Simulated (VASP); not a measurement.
# Al3As4 (a cell with a defect) in VASP: relaxation of the atoms with PBE

Aim: the relaxation of the atoms of Al3As4 (a cell with a defect) with PBE.

Program: VASP 6.6.1. These are calculated values, not measurements. Logs are shortened: lines on timing, memory, paths and dates and some standing lists are left out, and cuts for length are marked.

## 1. The cell of the first run

The cell holds a defect, 7 atoms: a = 5.728 Å, b = 5.728 Å, c = 5.728 Å, α = 90.00°, β = 90.00°, γ = 90.00°.

## 2. Relaxation of the atoms, PBE, collinear spin (atoms taken out)

INCAR reads:

```
SYSTEM = Al3As4
PREC     = Accurate       ! precision mode
ENCUT    = 520            ! plane-wave cutoff, eV
EDIFF    = 1E-6           ! SCF threshold, eV
ISMEAR   = 0              ! smearing method
SIGMA    = 0.01           ! smearing width, eV
LREAL    = .FALSE.        ! projectors in reciprocal space
LASPH    = .TRUE.         ! aspherical terms in the spheres
NELM     = 150            ! most SCF steps
ALGO     = Normal         ! electronic algorithm
ISIF     = 2              ! what is computed and relaxed
LWAVE    = .FALSE.        ! write WAVECAR
LCHARG   = .FALSE.        ! write CHGCAR
ISPIN    = 2              ! spin polarisation
MAGMOM   = 0 0 0 0.75 0.75 0.75 0.75 ! initial moments
LORBIT   = 11             ! projections on sites
GGA      = PE             ! functional
IBRION   = 2              ! ionic algorithm
NSW      = 65             ! ionic steps
EDIFFG   = -0.025         ! ionic threshold
NELECT   = 31.0
```

KPOINTS reads:

```
regular mesh
0
G
  3 3 3
  0 0 0
```

POSCAR reads:

```
Al3As4
1.0
    0.0000000000      5.7279123196      0.0000000000
    0.0000000000      0.0000000000     -5.7279123196
   -5.7279123196      0.0000000000      0.0000000000
Al As
3 4
Direct
    0.0000000000      1.0000000000      0.0000000000
    0.5000000000      0.5000000000      0.0000000000
    0.0000000000      0.5000000000      0.5000000000
    0.7390276347      0.7609723653      0.7390276347
    0.2609723653      0.7609723653      0.2609723653
    0.7390276347      0.2390276347      0.2609723653
    0.2609723653      0.2390276347      0.7390276347
```

Potentials or basis: VASP PAW PBE potentials, release 64 (Al, As).

Started as:

```
$ cat potpaw_PBE.64/Al/POTCAR potpaw_PBE.64/As/POTCAR > POTCAR
$ mpirun -np 1 vasp_std > vasp.out
```

OUTCAR:

```text
SYSTEM = Al3As4
   PREC = Accurate
   ENCUT = 520
   EDIFF = 1E-6
   ISMEAR = 0
   LREAL = .FALSE.
   LASPH = .TRUE.
   NELM = 150
   ISIF = 2
   ISPIN = 2
   LORBIT = 11
   GGA = PE
   IBRION = 2
   NSW = 65
   EDIFFG = -0.025
   NELECT = 31.0

 ion  position               nearest neighbor table
   1  0.000  0.000  0.000-   4 2.52   5 2.52   6 2.52   7 2.52
   2  0.500  0.500  0.000-   4 2.52   5 2.52   6 2.52   7 2.52
   3  0.000  0.500  0.500-   4 2.52   5 2.52   6 2.52   7 2.52
   4  0.739  0.761  0.739-   1 2.52   2 2.52   3 2.52
   5  0.261  0.761  0.261-   1 2.52   2 2.52   3 2.52
   6  0.739  0.239  0.261-   1 2.52   2 2.52   3 2.52
   7  0.261  0.239  0.739-   1 2.52   2 2.52   3 2.52

  LATTYP: Found a simple cubic cell.
 ALAT       =     5.7279123196

  Lattice vectors:

 A1 = (   0.0000000000,   5.7279123196,   0.0000000000)
 A2 = (   0.0000000000,   0.0000000000,  -5.7279123196)
 A3 = (  -5.7279123196,   0.0000000000,   0.0000000000)

Analysis of symmetry for initial positions (statically):
=====================================================================
 Subroutine PRICEL returns:
 Original cell was already a primitive cell.

 Routine SETGRP: Setting up the symmetry group for a
 simple cubic supercell.

 Subroutine GETGRP returns: Found 24 space group operations
 (whereof  8 operations were pure point group operations)
 out of a pool of 48 trial point group operations.

The static configuration has the point symmetry D_2d.
 The point group associated with its full space group is T_d .

Analysis of symmetry for dynamics (positions and initial velocities):
=====================================================================
 Subroutine PRICEL returns:
 Original cell was already a primitive cell.

 Routine SETGRP: Setting up the symmetry group for a
 simple cubic supercell.

 Subroutine GETGRP returns: Found 24 space group operations
 (whereof  8 operations were pure point group operations)
 out of a pool of 48 trial point group operations.

The dynamic configuration has the point symmetry D_2d.
 The point group associated with its full space group is T_d .

Analysis of structural, dynamic, and magnetic symmetry:
=====================================================================
 Subroutine PRICEL returns:
 Original cell was already a primitive cell.

 Routine SETGRP: Setting up the symmetry group for a
 simple cubic supercell.

 Subroutine GETGRP returns: Found 24 space group operations
 (whereof  8 operations were pure point group operations)
 out of a pool of 48 trial point group operations.

The overall configuration has the point symmetry D_2d.
 The point group associated with its full space group is T_d .

 Subroutine INISYM returns: Found 24 space group operations
 (whereof  8 operations are pure point group operations),
 and found     1 'primitive' translations

----------------------------------------------------------------------------------------

                                     Primitive cell

  volume of cell :     187.9270

  direct lattice vectors                    reciprocal lattice vectors
     0.000000000  5.727912320  0.000000000     0.000000000  0.174583678  0.000000000
     0.000000000  0.000000000 -5.727912320     0.000000000  0.000000000 -0.174583678
    -5.727912320  0.000000000  0.000000000    -0.174583678  0.000000000  0.000000000

  length of vectors
     5.727912320  5.727912320  5.727912320     0.174583678  0.174583678  0.174583678

  position of ions in fractional coordinates (direct lattice)
     0.000000000  0.000000000  0.000000000
     0.500000000  0.500000000  0.000000000
     0.000000000  0.500000000  0.500000000
     0.739027635  0.760972365  0.739027635
     0.260972365  0.760972365  0.260972365
     0.739027635  0.239027635  0.260972365
     0.260972365  0.239027635  0.739027635

  ion indices of the primitive-cell ions
   primitive index   ion index
                 1           1
                 2           2
                 3           3
                 4           4
                 5           5
                 6           6
                 7           7

----------------------------------------------------------------------------------------

 KPOINTS: regular mesh

Automatic generation of k-mesh.
 Grid dimensions read from file:
 generate k-points for:    3    3    3

 Generating k-lattice:

  Cartesian coordinates                     Fractional coordinates (reciprocal lattice)
     0.000000000  0.058194559  0.000000000     0.333333333  0.000000000  0.000000000
     0.000000000  0.000000000 -0.058194559     0.000000000  0.333333333  0.000000000
    -0.058194559  0.000000000  0.000000000     0.000000000  0.000000000  0.333333333

  Length of vectors
     0.058194559  0.058194559  0.058194559

  Shift w.r.t. Gamma in fractional coordinates (k-lattice)
     0.000000000  0.000000000  0.000000000

 Subroutine IBZKPT returns following result:
 ===========================================

 Found      4 irreducible k-points:

 Following reciprocal coordinates:
            Coordinates               Weight
  0.000000  0.000000  0.000000      1.000000
  0.333333  0.000000  0.000000      6.000000
  0.333333  0.333333  0.000000     12.000000
  0.333333  0.333333  0.333333      8.000000
   k-points           NKPTS =      4   k-points in BZ     NKDIM =      4   number of bands    NBANDS=     21
   number of dos      NEDOS =    301   number of ions     NIONS =      7
   total plane-waves  NPLWV = 110592
   dimension x,y,z NGX =    48 NGY =   48 NGZ =   48
   dimension x,y,z NGXF=    96 NGYF=   96 NGZF=   96
   ions per type =               3   4
   NGX,Y,Z   is equivalent  to a cutoff of  13.93, 13.93, 13.93 a.u.
   NGXF,Y,Z  is equivalent  to a cutoff of  27.86, 27.86, 27.86 a.u.
 SYSTEM =  Al3As4
   PREC   = accura    normal or accurate (medium, high low for compatibility)
   ISTART =      0    job   : 0-new  1-cont  2-samecut
   ICHARG =      2    charge: 1-file 2-atom 10-const
   ISPIN  =      2    spin polarized calculation?
   LNONCOLLINEAR =      F non collinear calculations
   LSORBIT =      F    spin-orbit coupling
   LASPH  =      T    aspherical Exc in radial PAW
   ENCUT  =  520.0 eV  38.22 Ry    6.18 a.u.  10.65 10.65 10.65*2*pi/ulx,y,z
   NELM   =    150;   NELMIN=  2; NELMDL= -5     # of ELM steps
   EDIFF  = 0.1E-05   stopping-criterion for ELM
   LREAL  =      F    real-space projection
   EDIFFG = -.3E-01   stopping-criterion for IOM
   NSW    =     65    number of steps for IOM
   IBRION =      2    ionic relax: 0-MD 1-quasi-New 2-CG
   NFREE  =      1    steps in history (QN), initial steepest desc. (CG)
   ISIF   =      2    stress and relaxation
   ISYM   =      2    0-nonsym 1-usesym 2-fastsym
   POTIM  = 0.5000    time-step for ionic-motion
   TEBEG  =    0.0;   TEEND  =   0.0 temperature during run
   PSTRESS=    0.0 pullay stress
   NELECT =      31.0000    total number of electrons
   NUPDOWN=      -1.0000    fix difference up-down
   EMIN   =  10.00;   EMAX   =-10.00  energy-range for DOS
   EFERMI =   0.00;   METHOD = LEGACY
   ISMEAR =     0;   SIGMA  =   0.01  broadening in eV -4-tet -1-fermi 0-gaus
   EFERMI_NEDOS =   21; number of points for ismear=-14 and -15
   IALGO  =     38    algorithm
   IMIX   =      4    mixing-type and parameters
     AMIX     =   0.40;   BMIX     =  1.00
     AMIX_MAG =   1.60;   BMIX_MAG =  1.00
  volume/ion in A,a.u.               =      26.85       181.17
  Fermi-wavevector in a.u.,A,eV,Ry     =   0.897840  1.696672 10.967887  0.806117
  Thomas-Fermi vector in A             =   2.020475
   LORBIT       =     11    0 simple, 1 ext, 2 COOP (PROOUT), +10 PAW based schemes
   GGA     = PE    functional components
   LHFCALC =     F    Hartree Fock is set to
   AEXX    =    0.0000 exact exchange contribution
   IVDW    =     0    specifies the selected vdW correction
   LEPSILON=     F    determine dielectric tensor
   LRPA    =     F    only Hartree local field effects (RPA)
 conjugate gradient relaxation of ions
 spin polarized calculation
 Gauss-broadening in eV      SIGMA  =   0.01
  energy-cutoff  :      520.00
  volume of cell :      187.93
 maximum number of plane-waves:      5061
 NGX is ok and might be reduce to    42
   NGX = 21   NGY = 21   NGZ = 21

--------------------------------------- Ionic step        1  -------------------------------------------

 number of electron      31.0000003 magnetization       0.7779822

 Free energy of the ion-electron system (eV)
  ---------------------------------------------------
  ext. energy  EPLUGINS =         0.00000000
  ---------------------------------------------------
  free energy    TOTEN  =       -24.65574107 eV

  energy without entropy =      -24.65408996  energy(sigma->0) =      -24.65491552

------------------------ aborting loop because EDIFF is reached ----------------------------------------

  FORCE on cell =-STRESS in cart. coord.  units (eV):
  Direction    XX          YY          ZZ          XY          YZ          ZX
  --------------------------------------------------------------------------------------
  -------------------------------------------------------------------------------------
  Total       11.0065454     11.0065454     11.0065454      0.0000000      0.0000000      0.0000000
  in kB       93.8366569     93.8366569     93.8366569      0.0000000      0.0000000      0.0000000
  external PRESSURE =      93.8366569 kB  Pullay stress =       0.0000000 kB
[... 67 lines left out ...]
  energy  without entropy=      -24.6547618658  energy(sigma->0) =      -24.65558742

--------------------------------------- Ionic step        3  -------------------------------------------

 number of electron      31.0000003 magnetization       0.7777778

 Free energy of the ion-electron system (eV)
  ---------------------------------------------------
  ext. energy  EPLUGINS =         0.00000000
  ---------------------------------------------------
  free energy    TOTEN  =       -24.65725907 eV

  energy without entropy =      -24.65560795  energy(sigma->0) =      -24.65643351

 E-fermi :   3.0155     XC(G=0):  -8.7438

 val. band max:        2.9297322625   @ k =   0.3333   0.3333   0.0000
 cond. band min:       3.0165931159   @ k =   0.3333   0.3333   0.3333
 fundamental gap:      0.0868608534
 Fermi energy:         3.0154807614

 spin component 1

 k-point     1 :       0.0000    0.0000    0.0000
  band No.  band energies     occupation
      1      -8.8332      1.00000
      2      -7.0601      1.00000
      3      -7.0601      1.00000
      4      -7.0601      1.00000
      5      -2.8193      1.00000
      6      -2.8193      1.00000
[... 69 lines left out ...]
      4      -7.2836      1.00000
      5      -2.5189      1.00000
      6      -2.5189      1.00000
[... 13 lines left out ...]
     20       7.1222      0.00000
     21       7.1407      0.00000
 Fermi energy:         3.0154807614

 spin component 2

 k-point     1 :       0.0000    0.0000    0.0000
  band No.  band energies     occupation
      1      -8.7229      1.00000
      2      -6.9245      1.00000
      3      -6.9245      1.00000
      4      -6.9245      1.00000
      5      -2.7734      1.00000
      6      -2.7734      1.00000
[... 119 lines left out ...]
  FREE ENERGIE OF THE ION-ELECTRON SYSTEM (eV)
  ---------------------------------------------------
  free  energy   TOTEN  =       -24.6572590683 eV

  energy  without entropy=      -24.6556079522  energy(sigma->0) =      -24.65643351

 reached required accuracy - stopping structural energy minimisation

 total charge

# of ion       s       p       d       tot
------------------------------------------
    1        0.422   0.371   0.000   0.792
    2        0.422   0.371   0.000   0.792
    3        0.422   0.371   0.000   0.792
    4        1.236   1.607   0.021   2.864
    5        1.236   1.607   0.021   2.864
    6        1.236   1.607   0.021   2.864
    7        1.236   1.607   0.021   2.864
--------------------------------------------------
tot          6.207   7.539   0.086  13.832

 magnetization (x)

# of ion       s       p       d       tot
------------------------------------------
    1       -0.001   0.003   0.000   0.001
    2       -0.001   0.003   0.000   0.001
    3       -0.001   0.003   0.000   0.001
    4        0.004   0.093   0.000   0.098
    5        0.004   0.093   0.000   0.098
    6        0.004   0.093   0.000   0.098
    7        0.004   0.093   0.000   0.098
--------------------------------------------------
tot          0.014   0.381   0.000   0.395
```

It took 1.8 min on 1 thread of Intel Xeon Platinum 8375C at 2.90GHz (Ice Lake), shared host; peak memory 0.39 GiB.

What came out:

- Free energy: -24.6573 eV
- Energy gained by relaxing: 0.2 meV/atom
- Ionic steps: 3
- Net moment: 0.78 μB per cell
- Site moments: Al +0.00; As +0.10 μB
- Valence electrons inside the program's atomic spheres: Al 0.79; As 2.86

Step by step:
| step | energy change (eV) | largest force (eV/Å) | pressure (GPa) |
| --- | --- | --- | --- |
| 1 | 0.0000 | 0.0630 | 9.38 |
| 2 | -0.0007 | 0.0470 | 9.43 |
| 3 | -0.0015 | 0.0001 | 9.55 |

Final structure:
```
CELL_PARAMETERS angstrom
0.00000 5.72791 0.00000
0.00000 0.00000 -5.72791
-5.72791 0.00000 0.00000
ATOMIC_POSITIONS crystal
Al 0.00000 0.00000 0.00000
Al 0.50000 0.50000 0.00000
Al 0.00000 0.50000 0.50000
As 0.74023 0.75977 0.74023
As 0.25977 0.75977 0.25977
As 0.74023 0.24023 0.25977
As 0.25977 0.24023 0.74023
```

Levels at points of the mesh, in eV from the Fermi level:
Spin up:
```tsv
k point	band 12	band 13	band 14	band 15	band 16	band 17	band 18	band 19	band 20	band 21
(0.00, 0.00, 0.00)	-1.69	-1.69	0.07	0.07	0.07	1.33	1.33	1.33	1.39	1.78
```
Spin down:
| k point | band 12 | band 13 | band 14 | band 15 | band 16 | band 17 |
| --- | --- | --- | --- | --- | --- | --- |
| (0.00, 0.00, 0.00) | -1.57 | -1.57 | 0.24 | 0.24 | 0.24 | 1.36 |

Caveat: the k points lie up to 0.37 Å⁻¹ apart; the cell carries a net charge on a neutralising background, which shifts energy and pressure; the cell differs from its parent crystal (atoms taken out); the cell is charged against a uniform background, so pressure and absolute levels hang on convention.
